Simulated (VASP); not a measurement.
# Sn (P6/mmm) in VASP: further runs, part 2 of 2

VASP 6.6.1. The steps go on from the part before.

### Step 3. Single point, PBE

The input, INCAR:

```
SYSTEM = Sn
PREC = Accurate
ENCUT = 520
EDIFF = 1E-6
ISMEAR = -1
SIGMA = 0.1
LREAL = .False.
LASPH = .True.
NELM = 100
ALGO = Normal
ISIF = 2
LWAVE = .False.
LCHARG = .False.
GGA = PE
NBANDS = 13
```

The input, KPOINTS:

```
regular mesh
0
Gamma
  18 18 17
  0 0 0
```

The input, POSCAR:

```
Sn
1.0
    2.4220247984      0.0000000000      0.0000000000
   -1.2110123992      2.0975350040      0.0000000000
    0.0000000000      0.0000000000      2.2675979208
Sn
1
Direct
    0.0000000000      0.0000000000      0.0000000000
```

Potentials or basis: VASP PAW PBE potentials, release 64 (Sn_d).

Launch:

```sh
> cat potpaw_PBE.64/Sn_d/POTCAR > POTCAR
> mpirun -np 1 vasp_std > vasp.out
```

OUTCAR:

```text
SYSTEM = Sn
   PREC = Accurate
   ENCUT = 520
   EDIFF = 1E-6
   ISMEAR = -1
   LREAL = .False.
   LASPH = .True.
   NELM = 100
   ISIF = 2
   GGA = PE

 ion  position               nearest neighbor table
   1  0.000  0.000  0.000-

  LATTYP: Found a hexagonal cell.
 ALAT       =     2.4220247984
 C/A-ratio  =     0.9362405878

  Lattice vectors:

 A1 = (   2.4220247984,   0.0000000000,   0.0000000000)
 A2 = (  -1.2110123992,   2.0975350040,   0.0000000000)
 A3 = (   0.0000000000,   0.0000000000,   2.2675979208)

Analysis of symmetry for initial positions (statically):
=====================================================================
 Subroutine PRICEL returns:
 Original cell was already a primitive cell.

 Routine SETGRP: Setting up the symmetry group for a
 hexagonal supercell.

 Subroutine GETGRP returns: Found 24 space group operations
 (whereof 24 operations were pure point group operations)
 out of a pool of 24 trial point group operations.

The static configuration has the point symmetry D_6h.

Analysis of symmetry for dynamics (positions and initial velocities):
=====================================================================
 Subroutine PRICEL returns:
 Original cell was already a primitive cell.

 Routine SETGRP: Setting up the symmetry group for a
 hexagonal supercell.

 Subroutine GETGRP returns: Found 24 space group operations
 (whereof 24 operations were pure point group operations)
 out of a pool of 24 trial point group operations.

The dynamic configuration has the point symmetry D_6h.

 Subroutine INISYM returns: Found 24 space group operations
 (whereof 24 operations are pure point group operations),
 and found     1 'primitive' translations

----------------------------------------------------------------------------------------

                                     Primitive cell

  volume of cell :      11.5200

[... 111 lines left out ...]
   GGA     = PE    functional components
   LHFCALC =     F    Hartree Fock is set to
   AEXX    =    0.0000 exact exchange contribution
   IVDW    =     0    specifies the selected vdW correction
   LEPSILON=     F    determine dielectric tensor
   LRPA    =     F    only Hartree local field effects (RPA)
 non-spin polarized calculation
  energy-cutoff  :      520.00
  volume of cell :       11.52
 maximum number of plane-waves:       332
 NGX is ok and might be reduce to    18
   NGX =  9   NGY =  9   NGZ =  9

 number of electron      13.9999998 magnetization

 Free energy of the ion-electron system (eV)
  ---------------------------------------------------
  ext. energy  EPLUGINS =         0.00000000
  ---------------------------------------------------
  free energy    TOTEN  =         4.47228692 eV

  energy without entropy =        4.47958367  energy(sigma->0) =        4.47593529

 E-fermi :  25.3616     XC(G=0): -15.0922

 val. band max:       25.3405638588   @ k =   0.2778  -0.0000   0.1176
 cond. band min:      25.3653668152   @ k =   0.1667   0.0556   0.2353
 fundamental gap:      0.0248029564
 Fermi energy:        25.3615891086

 k-point     1 :       0.0000    0.0000    0.0000
  band No.  band energies     occupation
      1      -1.9227      2.00000
      2      -0.1243      2.00000
      3      -0.1243      2.00000
      4       1.7885      2.00000
      5       1.7885      2.00000
      6       3.5114      2.00000
      7      32.7018      0.00000
      8      33.7651      0.00000
      9      38.1418      0.00000
     10      38.1418      0.00000
     11      39.7656      0.00000
     12      43.3291      0.00000
     13      43.3291      0.00000
[... 354 lines left out ...]
  band No.  band energies     occupation
      1      -1.3907      2.00000
      2      -0.5978      2.00000
      3       0.8907      2.00000
      4       1.5083      2.00000
      5       1.5533      2.00000
      6      12.2589      2.00000
      7      17.4592      2.00000
      8      26.6372      0.00001
      9      37.5803      0.00000
     10      39.4280      0.00000
     11      41.4247      0.00000
     12      45.7345      0.00000
     13      46.7146      0.00000

 [... further k-points ...]

------------------------ aborting loop because EDIFF is reached ----------------------------------------

  FORCE on cell =-STRESS in cart. coord.  units (eV):
  Direction    XX          YY          ZZ          XY          YZ          ZX
  --------------------------------------------------------------------------------------
  -------------------------------------------------------------------------------------
  Total       26.7419213     26.7419213     26.7939779      0.0000000      0.0000000      0.0000000
  in kB     3719.1983146   3719.1983145   3726.4382138      0.0000000      0.0000000      0.0000000
  external PRESSURE =    3721.6116143 kB  Pullay stress =       0.0000000 kB

 VOLUME and BASIS-vectors are now :
 -----------------------------------------------------------------------------
  energy-cutoff  :      520.00
  volume of cell :       11.52
      direct lattice vectors                 reciprocal lattice vectors
     2.422024798  0.000000000  0.000000000     0.412877688  0.238375045  0.000000000
    -1.211012399  2.097535004  0.000000000     0.000000000  0.476750089  0.000000000
     0.000000000  0.000000000  2.267597921     0.000000000  0.000000000  0.440995289

 POSITION                                       TOTAL-FORCE (eV/Angst)
 -----------------------------------------------------------------------------------
      0.00000      0.00000      0.00000         0.000000      0.000000      0.000000
 -----------------------------------------------------------------------------------
    total drift:                               -0.000000      0.000000      0.000000

  FREE ENERGIE OF THE ION-ELECTRON SYSTEM (eV)
  ---------------------------------------------------
  free  energy   TOTEN  =         4.4722869174 eV

  energy  without entropy=        4.4795836685  energy(sigma->0) =        4.47593529
```

OSZICAR:

```text
N       E                     dE             d eps       ncg     rms          rms(c)
DAV:   1     0.808547065184E+02    0.80855E+02   -0.65677E+03  9630   0.207E+03
DAV:   2     0.747562196845E+01   -0.73379E+02   -0.70036E+02  9391   0.348E+02
DAV:   3     0.406826103605E+01   -0.34074E+01   -0.33926E+01 10241   0.636E+01
DAV:   4     0.402615487496E+01   -0.42106E-01   -0.42098E-01  9998   0.693E+00
DAV:   5     0.402538089113E+01   -0.77398E-03   -0.77398E-03 10525   0.927E-01    0.742E+00
DAV:   6     0.430422187893E+01    0.27884E+00   -0.30697E-02 13245   0.436E+00    0.424E+00
DAV:   7     0.447076969843E+01    0.16655E+00   -0.53168E-02 12961   0.457E+00    0.121E-01
DAV:   8     0.447214008244E+01    0.13704E-02   -0.19881E-03 10694   0.787E-01    0.720E-02
DAV:   9     0.447224928154E+01    0.10920E-03   -0.13964E-04 11092   0.151E-01    0.421E-02
DAV:  10     0.447228334534E+01    0.34064E-04   -0.10003E-05 12106   0.732E-02    0.354E-03
DAV:  11     0.447228643288E+01    0.30875E-05   -0.44303E-07  7228   0.120E-02    0.172E-03
DAV:  12     0.447228691739E+01    0.48451E-06   -0.12272E-07  5069   0.433E-03
   1 F= 0.44722869E+01 E0= 0.44759353E+01  d E =-.729675E-02
```

stdout:

```text
POSCAR found type information on POSCAR Sn
 POSCAR found :  1 types and       1 ions
 scaLAPACK will be used
 LDA part: xc-table for (Slater+PW92), standard interpolation
 POSCAR, INCAR and KPOINTS ok, starting setup
 FFT: planning ... GRIDC
 FFT: planning ... GRID_SOFT
 FFT: planning ... GRID
 WAVECAR not read
 entering main loop
```

It took 16 s on 1 thread of Intel Xeon 6975P-C (Granite Rapids), shared host; peak memory 0.16 GiB.

What came out:

```yaml
Free_energy: 4.4723 eV
Pressure: 372.2 GPa
Band_gap_on_the_k_mesh: zero (band 7 reaches 33.17 eV, above the bottom of band 8 at 18.05 eV)
```

Levels at points of the mesh, in eV from the Fermi level:
| k point | band 3 | band 4 | band 5 | band 6 | band 7 | band 8 | band 9 | band 10 | band 11 | band 12 |
| --- | --- | --- | --- | --- | --- | --- | --- | --- | --- | --- |
| (0.00, 0.00, 0.00) | -25.49 | -23.57 | -23.57 | -21.85 | 7.34 | 8.40 | 12.78 | 12.78 | 14.40 | 17.97 |
| (0.50, 0.00, 0.00) | -24.53 | -23.79 | -23.47 | -12.46 | -9.53 | 3.83 | 11.24 | 11.81 | 15.94 | 21.10 |

Caveat: spin-orbit coupling is left out, which moves the levels of the heavy elements.

### Step 4. Relaxation of cell and atoms, PBE, target pressure 370 GPa, at which the enthalpy is minimised

This run uses another cell than the first one, of 11.36 Å³/atom, 0.986 times its volume.

The input, INCAR:

```
SYSTEM = Sn
PREC     = Accurate       ! precision mode
ENCUT    = 600            ! plane-wave cutoff, eV
EDIFF    = 1E-6           ! SCF threshold, eV
ISMEAR   = -1             ! smearing method
SIGMA    = 0.1            ! smearing width, eV
LREAL    = .False.        ! projectors in reciprocal space
LASPH    = .True.         ! aspherical terms in the spheres
NELM     = 60             ! most SCF steps
ALGO     = Normal         ! electronic algorithm
ISIF     = 3              ! what is computed and relaxed
LWAVE    = .False.        ! write WAVECAR
LCHARG   = .False.        ! write CHGCAR
GGA      = PE             ! functional
IBRION   = 2              ! ionic algorithm
NSW      = 60             ! ionic steps
EDIFFG   = -0.005         ! ionic threshold
PSTRESS  = 3700.0
```

KPOINTS is that of step 3.

The input, POSCAR:

```
Sn
1.0
    2.4078357388      0.0000000000      0.0000000000
   -1.2039178694      2.0852469180      0.0000000000
    0.0000000000      0.0000000000      2.2633655945
Sn
1
Direct
    0.0000000000      0.0000000000      0.0000000000
```

Potentials or basis: VASP PAW PBE potentials, release 64 (Sn_d).

Launch:

```sh
> cat potpaw_PBE.64/Sn_d/POTCAR > POTCAR
> mpirun -np 1 vasp_std > vasp.out
```

OUTCAR:

```text
SYSTEM = Sn
   PREC = Accurate
   ENCUT = 600
   EDIFF = 1E-6
   ISMEAR = -1
   LREAL = .False.
   LASPH = .True.
   NELM = 60
   ISIF = 3
   GGA = PE
   IBRION = 2
   NSW = 60
   EDIFFG = -0.005
   PSTRESS = 3700.0

 ion  position               nearest neighbor table
   1  0.000  0.000  0.000-

  LATTYP: Found a hexagonal cell.
 ALAT       =     2.4078357388
 C/A-ratio  =     0.9400000000

  Lattice vectors:

 A1 = (   2.4078357388,   0.0000000000,   0.0000000000)
 A2 = (  -1.2039178694,   2.0852469180,   0.0000000000)
 A3 = (   0.0000000000,   0.0000000000,   2.2633655945)

Analysis of symmetry for initial positions (statically):
=====================================================================
 Subroutine PRICEL returns:
 Original cell was already a primitive cell.

 Routine SETGRP: Setting up the symmetry group for a
 hexagonal supercell.

 Subroutine GETGRP returns: Found 24 space group operations
 (whereof 24 operations were pure point group operations)
 out of a pool of 24 trial point group operations.

The static configuration has the point symmetry D_6h.

Analysis of symmetry for dynamics (positions and initial velocities):
=====================================================================
 Subroutine PRICEL returns:
 Original cell was already a primitive cell.

 Routine SETGRP: Setting up the symmetry group for a
 hexagonal supercell.

 Subroutine GETGRP returns: Found 24 space group operations
 (whereof 24 operations were pure point group operations)
 out of a pool of 24 trial point group operations.

The dynamic configuration has the point symmetry D_6h.

 Subroutine INISYM returns: Found 24 space group operations
 (whereof 24 operations are pure point group operations),
 and found     1 'primitive' translations

----------------------------------------------------------------------------------------

                                     Primitive cell

  volume of cell :      11.3642

  direct lattice vectors                    reciprocal lattice vectors
     2.407835739  0.000000000  0.000000000     0.415310722  0.239779757  0.000000000
    -1.203917869  2.085246918  0.000000000     0.000000000  0.479559515  0.000000000
     0.000000000  0.000000000  2.263365595     0.000000000  0.000000000  0.441819917

  length of vectors
     2.407835739  2.407835739  2.263365595     0.479559515  0.479559515  0.441819917

  position of ions in fractional coordinates (direct lattice)
     0.000000000  0.000000000  0.000000000

  ion indices of the primitive-cell ions
   primitive index   ion index
                 1           1

----------------------------------------------------------------------------------------

 KPOINTS: regular mesh

Automatic generation of k-mesh.
 Grid dimensions read from file:
 generate k-points for:   18   18   17

 Generating k-lattice:

  Cartesian coordinates                     Fractional coordinates (reciprocal lattice)
     0.023072818  0.013321098  0.000000000     0.055555556  0.000000000  0.000000000
     0.000000000  0.026642195  0.000000000     0.000000000  0.055555556  0.000000000
[... 45 lines left out ...]
   ions per type =               1
   NGX,Y,Z   is equivalent  to a cutoff of  13.81, 13.81, 13.22 a.u.
   NGXF,Y,Z  is equivalent  to a cutoff of  27.62, 27.62, 26.44 a.u.
 SYSTEM =  Sn
   PREC   = accura    normal or accurate (medium, high low for compatibility)
   ISTART =      0    job   : 0-new  1-cont  2-samecut
   ICHARG =      2    charge: 1-file 2-atom 10-const
   ISPIN  =      1    spin polarized calculation?
   LNONCOLLINEAR =      F non collinear calculations
   LSORBIT =      F    spin-orbit coupling
   LASPH  =      T    aspherical Exc in radial PAW
   ENCUT  =  600.0 eV  44.10 Ry    6.64 a.u.   4.81  4.81  4.52*2*pi/ulx,y,z
   NELM   =     60;   NELMIN=  2; NELMDL= -5     # of ELM steps
   EDIFF  = 0.1E-05   stopping-criterion for ELM
   LREAL  =      F    real-space projection
   EDIFFG = -.5E-02   stopping-criterion for IOM
   NSW    =     60    number of steps for IOM
   IBRION =      2    ionic relax: 0-MD 1-quasi-New 2-CG
   NFREE  =      1    steps in history (QN), initial steepest desc. (CG)
   ISIF   =      3    stress and relaxation
   ISYM   =      2    0-nonsym 1-usesym 2-fastsym
   POTIM  = 0.5000    time-step for ionic-motion
   TEBEG  =    0.0;   TEEND  =   0.0 temperature during run
   PSTRESS= 3700.0 pullay stress
   NELECT =      14.0000    total number of electrons
   NUPDOWN=      -1.0000    fix difference up-down
   EMIN   =  10.00;   EMAX   =-10.00  energy-range for DOS
   EFERMI =   0.00;   METHOD = LEGACY
   ISMEAR =    -1;   SIGMA  =   0.10  broadening in eV -4-tet -1-fermi 0-gaus
   EFERMI_NEDOS =   21; number of points for ismear=-14 and -15
   IALGO  =     38    algorithm
   IMIX   =      4    mixing-type and parameters
     AMIX     =   0.40;   BMIX     =  1.00
     AMIX_MAG =   1.60;   BMIX_MAG =  1.00
  volume/ion in A,a.u.               =      11.36        76.69
  Fermi-wavevector in a.u.,A,eV,Ry     =   1.754976  3.316424 41.905134  3.079940
  Thomas-Fermi vector in A             =   2.824812
   LORBIT       =      0    0 simple, 1 ext, 2 COOP (PROOUT), +10 PAW based schemes
   GGA     = PE    functional components
   LHFCALC =     F    Hartree Fock is set to
   AEXX    =    0.0000 exact exchange contribution
   IVDW    =     0    specifies the selected vdW correction
   LEPSILON=     F    determine dielectric tensor
   LRPA    =     F    only Hartree local field effects (RPA)
 conjugate gradient relaxation of ions
 non-spin polarized calculation
  energy-cutoff  :      600.00
  volume of cell :       11.36
 maximum number of plane-waves:       399
 NGX is ok and might be reduce to    20
   NGX =  9   NGY =  9   NGZ =  9

--------------------------------------- Ionic step        1  -------------------------------------------

 number of electron      14.0000003 magnetization

 Free energy of the ion-electron system (eV)
  ---------------------------------------------------
  ext. energy  EPLUGINS =         0.00000000
  ---------------------------------------------------
  free energy    TOTEN  =         4.84341748 eV

  energy without entropy =        4.85070267  energy(sigma->0) =        4.84706007

------------------------ aborting loop because EDIFF is reached ----------------------------------------

  FORCE on cell =-STRESS in cart. coord.  units (eV):
  Direction    XX          YY          ZZ          XY          YZ          ZX
  --------------------------------------------------------------------------------------
  -------------------------------------------------------------------------------------
  Total       27.8464562     27.8464562     27.3658328      0.0000000      0.0000000     -0.0000000
  in kB     3925.9201429   3925.9201431   3858.1596804      0.0000000      0.0000000     -0.0000000
  external PRESSURE =     203.3333222 kB  Pullay stress =    3700.0000000 kB
[... 283 lines left out ...]
--------------------------------------- Ionic step        9  -------------------------------------------

 number of electron      13.9999999 magnetization

 Free energy of the ion-electron system (eV)
  ---------------------------------------------------
  ext. energy  EPLUGINS =         0.00000000
  ---------------------------------------------------
  free energy    TOTEN  =         4.42542477 eV

  energy without entropy =        4.43275322  energy(sigma->0) =        4.42908899

 E-fermi :  25.3105     XC(G=0): -15.0807

 val. band max:       25.3070619243   @ k =   0.1667   0.0556   0.2353
 cond. band min:      25.3758063437   @ k =   0.3889   0.1667   0.1765
 fundamental gap:      0.0687444194
 Fermi energy:        25.3104996524

 k-point     1 :       0.0000    0.0000    0.0000
  band No.  band energies     occupation
      1      -1.9504      2.00000
      2      -0.1612      2.00000
      3      -0.1612      2.00000
      4       1.7445      2.00000
      5       1.7445      2.00000
      6       3.4897      2.00000
      7      32.6374      0.00000
      8      33.7292      0.00000
      9      38.0882      0.00000
     10      38.0882      0.00000
     11      39.6861      0.00000
[... 309 lines left out ...]
 k-point    24 :       0.3889    0.1111    0.0000
  band No.  band energies     occupation
      1      -1.4210      2.00000
      2      -0.6298      2.00000
      3       0.8495      2.00000
      4       1.4652      2.00000
      5       1.5113      2.00000
      6      12.2261      2.00000
      7      17.4153      2.00000
      8      26.5911      0.00001
      9      37.5292      0.00000
     10      39.3675      0.00000
     11      41.3520      0.00000

 [... further k-points ...]

------------------------ aborting loop because EDIFF is reached ----------------------------------------

  FORCE on cell =-STRESS in cart. coord.  units (eV):
  Direction    XX          YY          ZZ          XY          YZ          ZX
  --------------------------------------------------------------------------------------
  -------------------------------------------------------------------------------------
  Total       26.6520268     26.6520268     26.6551918      0.0000000     -0.0000000      0.0000000
  in kB     3700.2325615   3700.2325619   3700.6719642      0.0000000     -0.0000000      0.0000000
  external PRESSURE =       0.3790292 kB  Pullay stress =    3700.0000000 kB
[... 20 lines left out ...]
  energy  without entropy=        4.4327532224  energy(sigma->0) =        4.42908899

  enthalpy is  TOTEN    =        31.0757765153 eV   P V=       26.6503517499

 reached required accuracy - stopping structural energy minimisation
```

Run time: 90 s. Hardware: 1 thread of Intel Xeon 6975P-C (Granite Rapids), shared host; peak memory 0.19 GiB.

Results:

```yaml
Free_energy: 4.4254 eV
Relaxed_volume: 11.54 Å³/atom
Relaxed_cell: a = 2.423 Å, b = 2.423 Å, c = 2.269 Å, α = 90.00°, β = 90.00°, γ = 120.00°
Space_group_after_relaxing_to_0.05_Å: P6/mmm (No. 191)
Energy_change_on_relaxing_the_enthalpy_is_what_falls: -418.0 meV/atom
Ionic_steps: 9
Pressure_after_relaxing: 370.0 GPa
Band_gap_on_the_k_mesh: zero (band 7 reaches 33.13 eV, above the bottom of band 8 at 18.00 eV)
```

Step by step:
```tsv
step	energy change (eV)	largest force (eV/Å)	pressure (GPa)	volume (Å³)
1	0.0000	0.0000	390.33	11.36
2	-4.3522	0.0000	188.72	13.90
3	-0.4741	0.0000	367.34	11.56
4	-0.4253	0.0000	369.78	11.54
5	-0.4336	0.0000	369.23	11.55
6	-0.4040	0.0000	370.94	11.54
7	-0.4294	0.0000	369.54	11.55
8	-0.3418	0.0000	374.01	11.51
9	-0.4180	0.0000	370.04	11.54
```

Final structure:
```
Sn
1.0
     2.42319    0.00000    0.00000
    -1.21159    2.09854    0.00000
     0.00000    0.00000    2.26938
Sn
1
Direct
  0.00000 0.00000 0.00000
```

Levels at points of the mesh, in eV from the Fermi level:
```csv
k point,band 3,band 4,band 5,band 6,band 7,band 8,band 9,band 10,band 11
"(0.00, 0.00, 0.00)",-25.47,-23.57,-23.57,-21.82,7.33,8.42,12.78,12.78,14.38
"(0.50, 0.00, 0.00)",-24.52,-23.78,-23.47,-12.44,-9.52,3.84,11.23,11.82,15.92
```

Caveat: the cell is relaxed towards a set pressure, so the enthalpy falls and the energy may rise; spin-orbit coupling is left out, which moves the levels of the heavy elements.
